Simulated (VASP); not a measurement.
# InP in VASP: single point with PBEsol

Aim: the single point of InP with PBEsol.

Program: VASP 6.6.1. These are calculated values, not measurements. Logs are shortened: lines on timing, memory, paths and dates and some standing lists are left out, and cuts for length are marked.

### 1 The cell of the first run

The cell holds a wire or tube with vacuum around it, 4 atoms: a = 11.400 Å, b = 9.300 Å, c = 4.856 Å, α = 90.00°, β = 90.00°, γ = 90.00°.

### 2 Single point, PBEsol, collinear spin

The input, INCAR:

```
SYSTEM = InP
PREC = Accurate
ENCUT = 520
EDIFF = 1E-6
ISMEAR = 0
SIGMA = 0.05
LREAL = .False.
LASPH = .True.
NELM = 150
ALGO = Normal
ISIF = 2
LWAVE = .False.
LCHARG = .False.
ISPIN = 2
MAGMOM = 0.5 0.5 0.5 0.5
LORBIT = 11
GGA = PS
NBANDS = 30
```

The input, KPOINTS:

```
regular mesh
0
Gamma
  1 1 14
  0 0 0
```

The input, POSCAR:

```
InP
1.0
   11.4000000000      0.0000000000      0.0000000000
    0.0000000000      9.3000000000      0.0000000000
    0.0000000000      0.0000000000      4.8563627294
In P
2 2
Direct
    0.4117823455      0.5000000000      0.0000000000
    0.5882176545      0.5000000000      0.5000000000
    0.3659360079      0.5000000000      0.5000000000
    0.6340639921      0.5000000000      0.0000000000
```

Potentials or basis: VASP PAW PBE potentials, release 64 (In_d, P).

Command:

```sh
cat potpaw_PBE.64/In_d/POTCAR potpaw_PBE.64/P/POTCAR > POTCAR
mpirun -np 1 vasp_std > vasp.out
```

OUTCAR:

```text
SYSTEM = InP
   PREC = Accurate
   ENCUT = 520
   EDIFF = 1E-6
   ISMEAR = 0
   LREAL = .False.
   LASPH = .True.
   NELM = 150
   ISIF = 2
   ISPIN = 2
   LORBIT = 11
   GGA = PS

 ion  position               nearest neighbor table
   1  0.412  0.500  0.000-   3 2.48   3 2.48   4 2.53   2 3.15   2 3.15
   2  0.588  0.500  0.500-   4 2.48   4 2.48   3 2.53   1 3.15   1 3.15
   3  0.366  0.500  0.500-   1 2.48   1 2.48   2 2.53
   4  0.634  0.500  0.000-   2 2.48   2 2.48   1 2.53

  LATTYP: Found a simple orthorhombic cell.
 ALAT       =     4.8563627294
 B/A-ratio  =     1.9150134614
 C/A-ratio  =     2.3474358558

  Lattice vectors:

 A1 = (   0.0000000000,   0.0000000000,  -4.8563627294)
 A2 = (   0.0000000000,   9.3000000000,   0.0000000000)
 A3 = (  11.4000000000,   0.0000000000,   0.0000000000)

Analysis of symmetry for initial positions (statically):
=====================================================================
 Subroutine PRICEL returns:
 Original cell was already a primitive cell.

 Routine SETGRP: Setting up the symmetry group for a
 simple orthorhombic supercell.

 Subroutine GETGRP returns: Found  8 space group operations
 (whereof  4 operations were pure point group operations)
 out of a pool of  8 trial point group operations.

The static configuration has the point symmetry C_2v.
 The point group associated with its full space group is D_2h.

Analysis of symmetry for dynamics (positions and initial velocities):
=====================================================================
 Subroutine PRICEL returns:
 Original cell was already a primitive cell.

 Routine SETGRP: Setting up the symmetry group for a
 simple orthorhombic supercell.

 Subroutine GETGRP returns: Found  8 space group operations
 (whereof  4 operations were pure point group operations)
 out of a pool of  8 trial point group operations.

The dynamic configuration has the point symmetry C_2v.
 The point group associated with its full space group is D_2h.

Analysis of structural, dynamic, and magnetic symmetry:
=====================================================================
 Subroutine PRICEL returns:
 Original cell was already a primitive cell.

 Routine SETGRP: Setting up the symmetry group for a
 simple orthorhombic supercell.

 Subroutine GETGRP returns: Found  8 space group operations
 (whereof  4 operations were pure point group operations)
 out of a pool of  8 trial point group operations.

The overall configuration has the point symmetry C_2v.
 The point group associated with its full space group is D_2h.

 Subroutine INISYM returns: Found  8 space group operations
 (whereof  4 operations are pure point group operations),
 and found     1 'primitive' translations

----------------------------------------------------------------------------------------

                                     Primitive cell

  volume of cell :     514.8716

  direct lattice vectors                    reciprocal lattice vectors
    11.400000000  0.000000000  0.000000000     0.087719298  0.000000000  0.000000000
     0.000000000  9.300000000  0.000000000     0.000000000  0.107526882  0.000000000
     0.000000000  0.000000000  4.856362729     0.000000000  0.000000000  0.205915426

  length of vectors
    11.400000000  9.300000000  4.856362729     0.087719298  0.107526882  0.205915426

  position of ions in fractional coordinates (direct lattice)
     0.411782346  0.500000000  0.000000000
     0.588217654  0.500000000  0.500000000
     0.365936008  0.500000000  0.500000000
     0.634063992  0.500000000  0.000000000

  ion indices of the primitive-cell ions
   primitive index   ion index
                 1           1
                 2           2
                 3           3
                 4           4

----------------------------------------------------------------------------------------

 KPOINTS: regular mesh

Automatic generation of k-mesh.
 Grid dimensions read from file:
 generate k-points for:    1    1   14

 Generating k-lattice:

  Cartesian coordinates                     Fractional coordinates (reciprocal lattice)
     0.087719298  0.000000000  0.000000000     1.000000000  0.000000000  0.000000000
     0.000000000  0.107526882  0.000000000     0.000000000  1.000000000  0.000000000
     0.000000000  0.000000000  0.014708245     0.000000000  0.000000000  0.071428571

  Length of vectors
     0.087719298  0.107526882  0.014708245

  Shift w.r.t. Gamma in fractional coordinates (k-lattice)
     0.000000000  0.000000000  0.000000000

 Subroutine IBZKPT returns following result:
 ===========================================

 Found      8 irreducible k-points:

 Following reciprocal coordinates:
            Coordinates               Weight
  0.000000  0.000000  0.000000      1.000000
  0.000000  0.000000  0.071429      2.000000
  0.000000  0.000000  0.142857      2.000000
  0.000000  0.000000  0.214286      2.000000
  0.000000  0.000000  0.285714      2.000000
  0.000000  0.000000  0.357143      2.000000
  0.000000  0.000000  0.428571      2.000000
  0.000000  0.000000  0.500000      1.000000
   k-points           NKPTS =      8   k-points in BZ     NKDIM =      8   number of bands    NBANDS=     30
   number of dos      NEDOS =    301   number of ions     NIONS =      4
   total plane-waves  NPLWV = 226800
   dimension x,y,z NGX =    90 NGY =   70 NGZ =   36
   dimension x,y,z NGXF=   180 NGYF=  140 NGZF=   72
   ions per type =               2   2
   NGX,Y,Z   is equivalent  to a cutoff of  13.12, 12.51, 12.32 a.u.
   NGXF,Y,Z  is equivalent  to a cutoff of  26.25, 25.03, 24.65 a.u.
 SYSTEM =  InP
   PREC   = accura    normal or accurate (medium, high low for compatibility)
   ISTART =      0    job   : 0-new  1-cont  2-samecut
   ICHARG =      2    charge: 1-file 2-atom 10-const
   ISPIN  =      2    spin polarized calculation?
   LNONCOLLINEAR =      F non collinear calculations
   LSORBIT =      F    spin-orbit coupling
   LASPH  =      T    aspherical Exc in radial PAW
   ENCUT  =  520.0 eV  38.22 Ry    6.18 a.u.  21.20 17.29  9.03*2*pi/ulx,y,z
   NELM   =    150;   NELMIN=  2; NELMDL= -5     # of ELM steps
   EDIFF  = 0.1E-05   stopping-criterion for ELM
   LREAL  =      F    real-space projection
   EDIFFG = 0.1E-04   stopping-criterion for IOM
   NSW    =      0    number of steps for IOM
   IBRION =     -1    ionic relax: 0-MD 1-quasi-New 2-CG
   NFREE  =      0    steps in history (QN), initial steepest desc. (CG)
   ISIF   =      2    stress and relaxation
   ISYM   =      2    0-nonsym 1-usesym 2-fastsym
   POTIM  = 0.5000    time-step for ionic-motion
   TEBEG  =    0.0;   TEEND  =   0.0 temperature during run
   PSTRESS=    0.0 pullay stress
   NELECT =      36.0000    total number of electrons
   NUPDOWN=      -1.0000    fix difference up-down
   EMIN   =  10.00;   EMAX   =-10.00  energy-range for DOS
   EFERMI =   0.00;   METHOD = LEGACY
   ISMEAR =     0;   SIGMA  =   0.05  broadening in eV -4-tet -1-fermi 0-gaus
   EFERMI_NEDOS =   21; number of points for ismear=-14 and -15
   IALGO  =     38    algorithm
   IMIX   =      4    mixing-type and parameters
     AMIX     =   0.40;   BMIX     =  1.00
     AMIX_MAG =   1.60;   BMIX_MAG =  1.00
  volume/ion in A,a.u.               =     128.72       868.63
  Fermi-wavevector in a.u.,A,eV,Ry     =   0.674439  1.274505  6.188855  0.454868
  Thomas-Fermi vector in A             =   1.751158
   LORBIT       =     11    0 simple, 1 ext, 2 COOP (PROOUT), +10 PAW based schemes
   GGA     = PS    functional components
   LHFCALC =     F    Hartree Fock is set to
   AEXX    =    0.0000 exact exchange contribution
   IVDW    =     0    specifies the selected vdW correction
   LEPSILON=     F    determine dielectric tensor
   LRPA    =     F    only Hartree local field effects (RPA)
 spin polarized calculation
 Gauss-broadening in eV      SIGMA  =   0.05
  energy-cutoff  :      520.00
  volume of cell :      514.87
 maximum number of plane-waves:     13902
 NGX is ok and might be reduce to    90
   NGX = 43   NGY = 35   NGZ = 19

 number of electron      36.0000005 magnetization       0.0000148

 number of electron      36.0000005 magnetization      -0.0000490

 Free energy of the ion-electron system (eV)
  ---------------------------------------------------
  ext. energy  EPLUGINS =         0.00000000
  ---------------------------------------------------
  free energy    TOTEN  =       -14.33908722 eV

  energy without entropy =      -14.33664460  energy(sigma->0) =      -14.33786591

 E-fermi :  -3.0674     XC(G=0):  -2.8799

 val. band max:       -3.1296305659   @ k =   0.0000   0.0000   0.2857
 cond. band min:      -3.0265776577   @ k =   0.0000   0.0000   0.0000
 fundamental gap:      0.1030529082
 Fermi energy:        -3.0674152414

 spin component 1

 k-point     1 :       0.0000    0.0000    0.0000
  band No.  band energies     occupation
      1     -17.9422      1.00000
      2     -17.8232      1.00000
      3     -17.6203      1.00000
      4     -17.4949      1.00000
      5     -17.4556      1.00000
      6     -17.4371      1.00000
[... 22 lines left out ...]
     29       3.1366      0.00000
     30       4.0085      0.00000

 k-point     2 :       0.0000    0.0000    0.0714
  band No.  band energies     occupation
      1     -17.9346      1.00000
      2     -17.8164      1.00000
      3     -17.6180      1.00000
      4     -17.4957      1.00000
      5     -17.4574      1.00000
      6     -17.4361      1.00000
[... 22 lines left out ...]
     29       3.4292      0.00000
     30       3.9270      0.00000

 k-point     3 :       0.0000    0.0000    0.1429
  band No.  band energies     occupation
      1     -17.9125      1.00000
      2     -17.7972      1.00000
      3     -17.6115      1.00000
      4     -17.4978      1.00000
      5     -17.4623      1.00000
      6     -17.4330      1.00000
[... 131 lines left out ...]
      6     -17.4922      1.00000
[... 22 lines left out ...]
     29       3.5667      0.00000
     30       3.6806      0.00000

 k-point     8 :       0.0000    0.0000    0.5000
  band No.  band energies     occupation
      1     -17.7142      1.00000
      2     -17.7142      1.00000
      3     -17.5441      1.00000
      4     -17.5441      1.00000
      5     -17.4977      1.00000
      6     -17.4977      1.00000
[... 22 lines left out ...]
     29       3.4230      0.00000
     30       3.4230      0.00000
 Fermi energy:        -3.0674152414

 spin component 2

 k-point     1 :       0.0000    0.0000    0.0000
  band No.  band energies     occupation
      1     -17.9422      1.00000
      2     -17.8232      1.00000
      3     -17.6203      1.00000
      4     -17.4949      1.00000
      5     -17.4556      1.00000
      6     -17.4372      1.00000
[... 22 lines left out ...]
     29       3.1366      0.00000
     30       4.0123      0.00000

 k-point     2 :       0.0000    0.0000    0.0714
  band No.  band energies     occupation
      1     -17.9346      1.00000
      2     -17.8164      1.00000
      3     -17.6180      1.00000
      4     -17.4957      1.00000
      5     -17.4574      1.00000
      6     -17.4361      1.00000
[... 22 lines left out ...]
     29       3.4291      0.00000
     30       3.9313      0.00000

 k-point     3 :       0.0000    0.0000    0.1429
  band No.  band energies     occupation
      1     -17.9125      1.00000
      2     -17.7972      1.00000
      3     -17.6115      1.00000
      4     -17.4978      1.00000
      5     -17.4623      1.00000
      6     -17.4330      1.00000
[... 154 lines left out ...]
     29       3.5669      0.00000
     30       3.6811      0.00000

 k-point     8 :       0.0000    0.0000    0.5000
  band No.  band energies     occupation
      1     -17.7142      1.00000
      2     -17.7142      1.00000
      3     -17.5441      1.00000
      4     -17.5441      1.00000
      5     -17.4977      1.00000
      6     -17.4977      1.00000
[... 22 lines left out ...]
     29       3.4233      0.00000
     30       3.4233      0.00000

------------------------ aborting loop because EDIFF is reached ----------------------------------------

  FORCE on cell =-STRESS in cart. coord.  units (eV):
  Direction    XX          YY          ZZ          XY          YZ          ZX
  --------------------------------------------------------------------------------------
  -------------------------------------------------------------------------------------
  Total       -0.0108767      0.0312232     -0.0467723      0.0000000      0.0000000      0.0000000
  in kB       -0.0338461      0.0971602     -0.1455459      0.0000000      0.0000000      0.0000000
  external PRESSURE =      -0.0274106 kB  Pullay stress =       0.0000000 kB

 VOLUME and BASIS-vectors are now :
 -----------------------------------------------------------------------------
  energy-cutoff  :      520.00
  volume of cell :      514.87
      direct lattice vectors                 reciprocal lattice vectors
    11.400000000  0.000000000  0.000000000     0.087719298  0.000000000  0.000000000
     0.000000000  9.300000000  0.000000000     0.000000000  0.107526882  0.000000000
     0.000000000  0.000000000  4.856362729     0.000000000  0.000000000  0.205915426

 POSITION                                       TOTAL-FORCE (eV/Angst)
 -----------------------------------------------------------------------------------
      4.69432      4.65000      0.00000         0.005080      0.000000      0.000000
      6.70568      4.65000      2.42818        -0.005080      0.000000      0.000000
      4.17167      4.65000      2.42818        -0.015794      0.000000      0.000000
      7.22833      4.65000      0.00000         0.015794      0.000000      0.000000
 -----------------------------------------------------------------------------------
    total drift:                                0.000000      0.000000      0.000000

  FREE ENERGIE OF THE ION-ELECTRON SYSTEM (eV)
  ---------------------------------------------------
  free  energy   TOTEN  =       -14.3390872181 eV

  energy  without entropy=      -14.3366445990  energy(sigma->0) =      -14.33786591

 total charge

# of ion       s       p       d       tot
------------------------------------------
    1        0.896   0.628   9.899  11.423
    2        0.896   0.628   9.899  11.423
    3        1.053   1.413   0.000   2.466
    4        1.053   1.413   0.000   2.466
--------------------------------------------------
tot          3.897   4.083  19.799  27.779

 magnetization (x)

# of ion       s       p       d       tot
------------------------------------------
    1       -0.000  -0.000   0.000  -0.000
    2       -0.000  -0.000   0.000  -0.000
    3       -0.000  -0.000   0.000  -0.000
    4       -0.000  -0.000   0.000  -0.000
--------------------------------------------------
tot         -0.000  -0.000   0.000  -0.000
```

Wall time 5.5 min (1 thread of Intel Xeon Platinum 8259CL at 2.50GHz (Skylake/Cascade Lake), shared host); peak memory 0.74 GiB.

Results:

```
Free energy                                           : -14.3391 eV
Largest force                                         : 0.016 eV/Å
Band gap on the k mesh                                : 0.10 eV (least direct gap 0.30 eV)
Net moment                                            : 0.00 μB per cell
Valence electrons inside the program's atomic spheres : In 11.42; P 2.47
```

Forces on the atoms (eV/Å):
```
In   0.005  0.000  0.000
In  -0.005  0.000  0.000
P   -0.016  0.000  0.000
P    0.016  0.000  0.000
```

Levels at points of the mesh, in eV from the valence-band top:
Spin up:
| k point | band 14 | band 15 | band 16 | band 17 | band 18 | band 19 | band 20 | band 21 | band 22 | band 23 |
| --- | --- | --- | --- | --- | --- | --- | --- | --- | --- | --- |
| (0.00, 0.00, 0.00) | -3.34 | -2.45 | -1.78 | -1.73 | -0.20 | 0.10 | 0.72 | 4.15 | 4.17 | 4.32 |
| (0.00, 0.00, 0.50) | -5.38 | -1.20 | -1.20 | -0.37 | -0.37 | 2.36 | 2.36 | 4.24 | 4.24 | 4.63 |
Spin down:
```tsv
k point	band 16	band 17	band 18	band 19	band 20	band 21
(0.00, 0.00, 0.00)	-1.78	-1.73	-0.20	0.10	0.72	4.15
(0.00, 0.00, 0.50)	-1.20	-0.37	-0.37	2.36	2.36	4.24
```

Caveat: the PAW data sets were made with another functional, which shifts forces and pressure a little; spin-orbit coupling is left out, which moves the levels of the heavy elements.
